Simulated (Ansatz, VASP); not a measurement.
## Two plane-wave programs on NaMgBr3

The input POSCAR:

```
NaMgBr3
1.0
    5.5322432244      0.0000000000      0.0000000000
    0.0000000000      5.5322432244      0.0000000000
    0.0000000000      0.0000000000      5.1222681275
Na Mg Br
1 1 3
Direct
    0.0000000000      0.0000000000      0.0000000000
    0.5000000000      0.5000000000      0.5000000000
    0.5000000000      0.5000000000      0.0000000000
    0.5000000000      0.0000000000      0.5000000000
    0.0000000000      0.5000000000      0.5000000000
```

The input INCAR.step1:

```
  ALGO = Normal
  EDIFF = 1E-4
  ENCUT = 520
  GGA = PE
  ISMEAR = 0
  LASPH = True
  LCHARG = False
  LREAL = False
  LWAVE = True
  NBANDS = 23
  NELM = 80
  PREC = Accurate
  SIGMA = 0.01
```

INCAR.step2

```
  ALGO = Normal
  EDIFF = 1E-7
  ENCUT = 520
  ISIF = 2
  ISMEAR = 0
  ISTART = 1
  LASPH = True
  LCHARG = True
  LELF = True
  LMIXTAU = True
  LREAL = False
  LVHAR = True
  LWAVE = False
  METAGGA = R2SCAN
  NBANDS = 23
  NELM = 80
  PREC = Accurate
  SIGMA = 0.01
```

KPOINTS

```
k-points
0
Gamma
  6 6 6
```

Input for Ansatz:

```yaml
crystal:
  lattice:
    - [5.5322432244, 0.0, 0.0]
    - [0.0, 5.5322432244, 0.0]
    - [0.0, 0.0, 5.1222681275]
  atoms:
    - { symbol: Na, position: [0.0, 0.0, 0.0] }
    - { symbol: Mg, position: [0.5, 0.5, 0.5] }
    - { symbol: Br, position: [0.5, 0.5, 0.0] }
    - { symbol: Br, position: [0.5, 0.0, 0.5] }
    - { symbol: Br, position: [0.0, 0.5, 0.5] }
kpoints:
  mp_grid: { grid: [6, 6, 6] }
  band_path:
    path: [[0.0, 0.0, 0.0], [0.0, 0.5, 0.0], [0.5, 0.5, 0.0], [0.5, 0.5, 0.5]]
    npoints: 1
hamiltonian:
  xc: r2scan
scf:
  occupations: { method: fixed }
  n_extra_bands: 5
output:
  forces: true
  stress: true
  eigenvalues: true
```

Change from the starting cell: epitaxial_xy strain +5.0%.

Alike in both runs: task single point; functional r2SCAN; k mesh 6 × 6 × 6; no spin polarisation.

|  | VASP | Ansatz |
| --- | --- | --- |
| version | VASP 6.6.1 | Ansatz 0.2.0 |
| potentials or method | VASP PAW PBE potentials, release 64 (Na_pv, Mg, Br) | plane waves, PAW |
| plane-wave cutoff (eV) | 520 | 500 |
| occupations | gaussian, width 0.01 eV | fixed |
| valence electrons in the cell | 30 | 40 |

|  | VASP | Ansatz | Ansatz less VASP |
| --- | --- | --- | --- |
| gap on the k mesh at the Fermi level (eV) | 3.39 | 3.42 | +0.039 |
| pressure (GPa) | -1.6 | -1.5 | +0.13 |
| traceless stress, the component that is largest in VASP (GPa) | 1.43 | 1.47 | +0.045 |

VASP's potentials were made for PBE, not for r2SCAN. VASP's potentials hold 30 valence electrons a cell and Ansatz's 40, so a difference there can come from the potentials and not from the codes.
